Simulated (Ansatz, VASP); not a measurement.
# InSb in VASP and in Ansatz

```
CELL_PARAMETERS angstrom
0.00000 3.23910 3.23910
3.23910 0.00000 3.23910
3.23910 3.23910 0.00000
ATOMIC_POSITIONS crystal
In 0.00000 0.00000 0.00000
Sb 0.75000 0.75000 0.75000
```

Alike in both runs: task single point; functional LDA; k mesh 6 × 6 × 6; occupations fermi-dirac, width 0.0272 eV; no spin polarisation.

|  | VASP | Ansatz |
| --- | --- | --- |
| version | VASP 6.6.1 | Ansatz 0.2.0 |
| potentials or method | VASP PAW LDA potentials, release 64 (In_d, Sb), cutoff 500 eV | all-electron LAPW, scalar-relativistic |

|  | VASP | Ansatz | Ansatz less VASP |
| --- | --- | --- | --- |
| pressure (GPa) | -0.4 | -0.5 | -0.07 |

LDA's correlation is that of Perdew and Zunger in VASP and of Perdew and Wang (1992) in Ansatz. Ansatz ran all-electron here, and VASP with PAW potentials. Ansatz's warnings: optics on partly filled bands.

Neither program's run includes spin-orbit coupling.
